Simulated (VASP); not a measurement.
# Ga (Cmcm) in VASP: notebook

Runs on Ga. Level: PBE. Tasks: single point.

Everything below comes from runs of VASP 6.6.1. Logs are shortened: lines on timing, memory, paths and dates and some standing lists are left out, and cuts for length are marked.

### Step 1. The cell of the first run

Symmetry: Cmcm, No. 63, orthorhombic system. The conventional cell has a = 2.900 Å, b = 8.130 Å, c = 3.107 Å, α = 90.00°, β = 90.00°, γ = 90.00°. Ga (site symmetry m2m) has 10 Ga at 2.66 to 3.11 Å within 3.5 Å.

### Step 2. Single point, PBE

Contents of INCAR:

```
SYSTEM = Ga
PREC     = Accurate       ! precision mode
ENCUT    = 520            ! plane-wave cutoff, eV
EDIFF    = 1E-6           ! SCF threshold, eV
ISMEAR   = -1             ! smearing method
SIGMA    = 0.05           ! smearing width, eV
LREAL    = .False.        ! projectors in reciprocal space
LASPH    = .True.         ! aspherical terms in the spheres
NELM     = 60             ! most SCF steps
ALGO     = Fast           ! electronic algorithm
ISIF     = 2              ! what is computed and relaxed
LWAVE    = .False.        ! write WAVECAR
LCHARG   = .False.        ! write CHGCAR
GGA      = PE             ! functional
NBANDS   = 20             ! bands
```

Contents of KPOINTS:

```
regular mesh
0
Gamma
  8 8 7
  0 0 0
```

Contents of POSCAR:

```
Ga
1.0
    1.4500000000     -4.0650000000      0.0000000000
    1.4500000000      4.0650000000      0.0000000000
    0.0000000000      0.0000000000      3.1066000000
Ga
2
Direct
    0.1330000000      0.8670000000      0.7500000000
    0.8670000000      0.1330000000      0.2500000000
```

Potentials or basis: VASP PAW PBE potentials, release 64 (Ga_d).

Started as:

```console
cat potpaw_PBE.64/Ga_d/POTCAR > POTCAR
mpirun -np 1 vasp_std > vasp.out
```

OUTCAR:

```text
SYSTEM = Ga
   PREC = Accurate
   ENCUT = 520
   EDIFF = 1E-6
   ISMEAR = -1
   LREAL = .False.
   LASPH = .True.
   NELM = 60
   ISIF = 2
   GGA = PE

 ion  position               nearest neighbor table
   1  0.133  0.867  0.750-   2 2.66   2 2.66   2 2.85   2 2.85   2 2.85   2 2.85
   2  0.867  0.133  0.250-   1 2.66   1 2.66   1 2.85   1 2.85   1 2.85   1 2.85

  LATTYP: Found a base centered orthorhombic cell.
 ALAT       =     2.9000000000
 B/A-ratio  =     2.8034482759
 C/A-ratio  =     1.0712413793

  Lattice vectors:

 A1 = (   1.4500000000,  -4.0650000000,   0.0000000000)
 A2 = (   1.4500000000,   4.0650000000,   0.0000000000)
 A3 = (   0.0000000000,   0.0000000000,   3.1066000000)

Analysis of symmetry for initial positions (statically):
=====================================================================
 Subroutine PRICEL returns:
 Original cell was already a primitive cell.

 Routine SETGRP: Setting up the symmetry group for a
 base centered orthorhombic supercell.

 Subroutine GETGRP returns: Found  8 space group operations
 (whereof  4 operations were pure point group operations)
 out of a pool of  8 trial point group operations.

The static configuration has the point symmetry C_2h.
 The point group associated with its full space group is D_2h.

Analysis of symmetry for dynamics (positions and initial velocities):
=====================================================================
 Subroutine PRICEL returns:
 Original cell was already a primitive cell.

 Routine SETGRP: Setting up the symmetry group for a
 base centered orthorhombic supercell.

 Subroutine GETGRP returns: Found  8 space group operations
 (whereof  4 operations were pure point group operations)
 out of a pool of  8 trial point group operations.

The dynamic configuration has the point symmetry C_2h.
 The point group associated with its full space group is D_2h.

 Subroutine INISYM returns: Found  8 space group operations
 (whereof  4 operations are pure point group operations),
 and found     1 'primitive' translations

----------------------------------------------------------------------------------------

                                     Primitive cell

  volume of cell :      36.6222

  direct lattice vectors                    reciprocal lattice vectors
     1.450000000 -4.065000000  0.000000000     0.344827586 -0.123001230  0.000000000
     1.450000000  4.065000000  0.000000000     0.344827586  0.123001230  0.000000000
     0.000000000  0.000000000  3.106600000     0.000000000  0.000000000  0.321895320

  length of vectors
     4.315868974  4.315868974  3.106600000     0.366108409  0.366108409  0.321895320

  position of ions in fractional coordinates (direct lattice)
     0.133000000  0.867000000  0.750000000
     0.867000000  0.133000000  0.250000000

  ion indices of the primitive-cell ions
   primitive index   ion index
                 1           1
                 2           2

----------------------------------------------------------------------------------------

 KPOINTS: regular mesh

Automatic generation of k-mesh.
 Grid dimensions read from file:
 generate k-points for:    8    8    7

 Generating k-lattice:

  Cartesian coordinates                     Fractional coordinates (reciprocal lattice)
     0.043103448 -0.015375154  0.000000000     0.125000000  0.000000000  0.000000000
     0.043103448  0.015375154  0.000000000     0.000000000  0.125000000  0.000000000
     0.000000000  0.000000000  0.045985046     0.000000000  0.000000000  0.142857143

  Length of vectors
     0.045763551  0.045763551  0.045985046

  Shift w.r.t. Gamma in fractional coordinates (k-lattice)
     0.000000000  0.000000000  0.000000000

 Subroutine IBZKPT returns following result:
 ===========================================

 Found     84 irreducible k-points:

 Following reciprocal coordinates:
            Coordinates               Weight
  0.000000  0.000000  0.000000      1.000000
  0.125000  0.000000  0.000000      4.000000
  0.250000  0.000000  0.000000      4.000000
  0.375000  0.000000  0.000000      4.000000
  0.500000  0.000000  0.000000      2.000000
  0.125000  0.125000  0.000000      2.000000
[... 16 lines left out ...]
  0.125000  0.000000  0.142857      8.000000
  0.250000  0.000000  0.142857      8.000000
 [... further k-points ...]
   k-points           NKPTS =     84   k-points in BZ     NKDIM =     84   number of bands    NBANDS=     20
   number of dos      NEDOS =    301   number of ions     NIONS =      2
   total plane-waves  NPLWV =  24576
   dimension x,y,z NGX =    32 NGY =   32 NGZ =   24
   dimension x,y,z NGXF=    64 NGYF=   64 NGZF=   48
   ions per type =               2
   NGX,Y,Z   is equivalent  to a cutoff of  12.33, 12.33, 12.84 a.u.
   NGXF,Y,Z  is equivalent  to a cutoff of  24.65, 24.65, 25.69 a.u.
 SYSTEM =  Ga
   PREC   = accura    normal or accurate (medium, high low for compatibility)
   ISTART =      0    job   : 0-new  1-cont  2-samecut
   ICHARG =      2    charge: 1-file 2-atom 10-const
   ISPIN  =      1    spin polarized calculation?
   LNONCOLLINEAR =      F non collinear calculations
   LSORBIT =      F    spin-orbit coupling
   LASPH  =      T    aspherical Exc in radial PAW
   ENCUT  =  520.0 eV  38.22 Ry    6.18 a.u.   8.02  8.02  5.78*2*pi/ulx,y,z
   NELM   =     60;   NELMIN=  2; NELMDL= -5     # of ELM steps
   EDIFF  = 0.1E-05   stopping-criterion for ELM
   LREAL  =      F    real-space projection
   EDIFFG = 0.1E-04   stopping-criterion for IOM
   NSW    =      0    number of steps for IOM
   IBRION =     -1    ionic relax: 0-MD 1-quasi-New 2-CG
   NFREE  =      0    steps in history (QN), initial steepest desc. (CG)
   ISIF   =      2    stress and relaxation
   ISYM   =      2    0-nonsym 1-usesym 2-fastsym
   POTIM  = 0.5000    time-step for ionic-motion
   TEBEG  =    0.0;   TEEND  =   0.0 temperature during run
   PSTRESS=    0.0 pullay stress
   NELECT =      26.0000    total number of electrons
   NUPDOWN=      -1.0000    fix difference up-down
   EMIN   =  10.00;   EMAX   =-10.00  energy-range for DOS
   EFERMI =   0.00;   METHOD = LEGACY
   ISMEAR =    -1;   SIGMA  =   0.05  broadening in eV -4-tet -1-fermi 0-gaus
   EFERMI_NEDOS =   21; number of points for ismear=-14 and -15
   IALGO  =     68    algorithm
   IMIX   =      4    mixing-type and parameters
     AMIX     =   0.40;   BMIX     =  1.00
     AMIX_MAG =   1.60;   BMIX_MAG =  1.00
  volume/ion in A,a.u.               =      18.31       123.57
  Fermi-wavevector in a.u.,A,eV,Ry     =   1.460443  2.759837 29.019787  2.132894
  Thomas-Fermi vector in A             =   2.576892
   LORBIT       =      0    0 simple, 1 ext, 2 COOP (PROOUT), +10 PAW based schemes
   GGA     = PE    functional components
   LHFCALC =     F    Hartree Fock is set to
   AEXX    =    0.0000 exact exchange contribution
   IVDW    =     0    specifies the selected vdW correction
   LEPSILON=     F    determine dielectric tensor
   LRPA    =     F    only Hartree local field effects (RPA)
 non-spin polarized calculation
 RMM-DIIS sequential band-by-band and
  energy-cutoff  :      520.00
  volume of cell :       36.62
 maximum number of plane-waves:      1004
   NGX = 17   NGY = 17   NGZ = 11

 number of electron      26.0000000 magnetization

 Free energy of the ion-electron system (eV)
  ---------------------------------------------------
  ext. energy  EPLUGINS =         0.00000000
  ---------------------------------------------------
  free energy    TOTEN  =        -5.73978446 eV

  energy without entropy =       -5.73411453  energy(sigma->0) =       -5.73694950

 E-fermi :   5.9246     XC(G=0): -11.1212

 val. band max:        5.8487672285   @ k =   0.5000   0.1250   0.4286
 cond. band min:       5.9756353751   @ k =   0.5000   0.0000   0.2857
 fundamental gap:      0.1268681466
 Fermi energy:         5.9245862866

 k-point     1 :       0.0000    0.0000    0.0000
  band No.  band energies     occupation
      1      -9.3953      2.00000
      2      -9.3530      2.00000
      3      -9.2811      2.00000
      4      -9.2641      2.00000
      5      -9.0757      2.00000
      6      -9.0551      2.00000
[... 12 lines left out ...]
     19      17.4678      0.00000
     20      17.5475      0.00000

 k-point     2 :       0.1250    0.0000    0.0000
  band No.  band energies     occupation
      1      -9.3799      2.00000
      2      -9.3432      2.00000
      3      -9.2709      2.00000
      4      -9.2121      2.00000
      5      -9.0929      2.00000
      6      -9.0739      2.00000
[... 12 lines left out ...]
     19      18.3707      0.00000
     20      19.9676      0.00000

 k-point     3 :       0.2500    0.0000    0.0000
  band No.  band energies     occupation
      1      -9.3432      2.00000
      2      -9.3200      2.00000
      3      -9.2348      2.00000
      4      -9.1796      2.00000
      5      -9.1216      2.00000
      6      -9.0736      2.00000
[... 12 lines left out ...]
     19      18.6921      0.00000
     20      21.3690      0.00000

 k-point     4 :       0.3750    0.0000    0.0000
  band No.  band energies     occupation
      1      -9.3125      2.00000
      2      -9.2980      2.00000
      3      -9.2289      2.00000
      4      -9.2088      2.00000
      5      -9.1733      2.00000
      6      -9.0745      2.00000
[... 12 lines left out ...]
     19      17.4065      0.00000
     20      19.4202      0.00000

 k-point     5 :       0.5000    0.0000    0.0000
  band No.  band energies     occupation
      1      -9.3115      2.00000
      2      -9.2886      2.00000
      3      -9.2269      2.00000
      4      -9.2151      2.00000
      5      -9.1967      2.00000
      6      -9.0870      2.00000
[... 12 lines left out ...]
     19      17.3366      0.00000
     20      17.7592      0.00000
[... 353 lines left out ...]
      6      -9.1001      2.00000
[... 12 lines left out ...]
     19      16.4809      0.00000
     20      16.5050      0.00000

 k-point    22 :       0.0000    0.0000    0.1429
  band No.  band energies     occupation
      1      -9.3703      2.00000
      2      -9.3533      2.00000
      3      -9.2783      2.00000
      4      -9.2326      2.00000
      5      -9.1084      2.00000
      6      -9.1029      2.00000
[... 12 lines left out ...]
     19      16.0957      0.00000
     20      17.2776      0.00000

 k-point    23 :       0.1250    0.0000    0.1429
  band No.  band energies     occupation
      1      -9.3578      2.00000
      2      -9.3383      2.00000
      3      -9.2605      2.00000
      4      -9.1945      2.00000
      5      -9.1372      2.00000
      6      -9.1031      2.00000
[... 12 lines left out ...]
     19      16.6931      0.00000
     20      20.1571      0.00000

 k-point    24 :       0.2500    0.0000    0.1429
  band No.  band energies     occupation
      1      -9.3354      2.00000
      2      -9.3041      2.00000
      3      -9.2277      2.00000
      4      -9.1939      2.00000
      5      -9.1389      2.00000
      6      -9.0770      2.00000
[... 12 lines left out ...]
     19      17.9319      0.00000
     20      18.7942      0.00000

 [... further k-points ...]

------------------------ aborting loop because EDIFF is reached ----------------------------------------

  FORCE on cell =-STRESS in cart. coord.  units (eV):
  Direction    XX          YY          ZZ          XY          YZ          ZX
  --------------------------------------------------------------------------------------
  -------------------------------------------------------------------------------------
  Total        0.3659141      1.0087638      0.6856923      0.0000000      0.0000000      0.0000000
  in kB       16.0083238     44.1322626     29.9982541      0.0000000      0.0000000      0.0000000
  external PRESSURE =      30.0462802 kB  Pullay stress =       0.0000000 kB

 VOLUME and BASIS-vectors are now :
 -----------------------------------------------------------------------------
  energy-cutoff  :      520.00
  volume of cell :       36.62
      direct lattice vectors                 reciprocal lattice vectors
     1.450000000 -4.065000000  0.000000000     0.344827586 -0.123001230  0.000000000
     1.450000000  4.065000000  0.000000000     0.344827586  0.123001230  0.000000000
     0.000000000  0.000000000  3.106600000     0.000000000  0.000000000  0.321895320

 POSITION                                       TOTAL-FORCE (eV/Angst)
 -----------------------------------------------------------------------------------
      1.45000      2.98371      2.32995         0.000000     -0.276494      0.000000
      1.45000     -2.98371      0.77665         0.000000      0.276494      0.000000
 -----------------------------------------------------------------------------------
    total drift:                                0.000000      0.000000     -0.000000

  FREE ENERGIE OF THE ION-ELECTRON SYSTEM (eV)
  ---------------------------------------------------
  free  energy   TOTEN  =        -5.7397844637 eV

  energy  without entropy=       -5.7341145314  energy(sigma->0) =       -5.73694950
```

Run time: 86 s. Hardware: 1 thread of Intel Xeon 8259CL, shared host; peak memory 0.19 GiB.

What came out:

| Quantity | Value |
| --- | --- |
| Free energy | -5.7398 eV |
| Pressure | 3.0 GPa |
| Largest force | 0.276 eV/Å |
| Band gap on the k mesh | zero (bands 13 and 14 overlap by 8.82 eV) |

Forces in eV/Å, atoms in the order of the input:
```
Ga   0.000 -0.276  0.000
Ga   0.000  0.276  0.000
```

Levels at points of the mesh, in eV from the Fermi level:
| k point | band 11 | band 12 | band 13 | band 14 | band 15 | band 16 |
| --- | --- | --- | --- | --- | --- | --- |
| (0.00, 0.00, 0.00) | -11.48 | -2.52 | -1.72 | 3.23 | 6.94 | 7.61 |
| (0.50, 0.00, 0.00) | -6.95 | -5.64 | -1.99 | -0.61 | 6.45 | 7.06 |
| (0.50, 0.50, 0.00) | -9.45 | -8.82 | 5.48 | 5.56 | 6.20 | 7.44 |

Caveat: the cell stands under pressure.

### Step 3. Single point, PBE

This run uses another cell than the first one, of 18.50 Å³/atom.

Contents of INCAR:

```
ALGO = Normal
EDIFF = 1E-6
ENCUT = 520
GGA = PE
ISIF = 2
ISMEAR = -1
LASPH = True
LCHARG = False
LREAL = False
LWAVE = False
NBANDS = 20
NELM = 60
PREC = Accurate
SIGMA = 0.05
```

Contents of KPOINTS:

```
k-points
0
Gamma
  8 8 7
```

POSCAR: that of step 2 with these lines changed.

```diff
@@ -4,3 +4,3 @@
     1.4500000000      4.0650000000      0.0000000000
-    0.0000000000      0.0000000000      3.1066000000
+    0.0000000000      0.0000000000      3.1383000000
 Ga
```

Potentials or basis: VASP PAW PBE potentials, release 64 (Ga_d).

Started as:

```console
cat potpaw_PBE.64/Ga_d/POTCAR > POTCAR
mpirun -np 1 vasp_std > vasp.out
```

Run time: 70 s. Hardware: 1 thread of Intel Xeon 8259CL, shared host; peak memory 0.19 GiB.

Results (log left out):

```
Free energy            : -5.7452 eV
Pressure               : 2.1 GPa
Largest force          : 0.261 eV/Å
Band gap on the k mesh : zero (bands 13 and 14 overlap by 8.62 eV)
```

Forces in eV/Å, atoms in the order of the input:
```
Ga   0.000 -0.261  0.000
Ga   0.000  0.261  0.000
```

Stress tensor (GPa, compression positive):
```
1.17 0.00 0.00
0.00 3.58 0.00
0.00 0.00 1.68
```

Levels at points of the mesh, in eV from the Fermi level:
| k point | band 10 | band 11 | band 12 | band 13 | band 14 | band 15 | band 16 | band 17 |
| --- | --- | --- | --- | --- | --- | --- | --- | --- |
| (0.00, 0.00, 0.00) | -14.77 | -11.40 | -2.43 | -1.68 | 3.02 | 6.71 | 7.69 | 8.62 |
| (0.50, 0.00, 0.00) | -14.82 | -6.87 | -5.56 | -1.91 | -0.55 | 6.44 | 6.85 | 8.81 |
| (0.50, 0.50, 0.00) | -14.83 | -9.37 | -8.74 | 5.26 | 5.64 | 5.99 | 7.23 | 7.30 |

[end of part 1 of 2]

The gap in the log of VASP goes by the Fermi energy; the results here count the filled bands.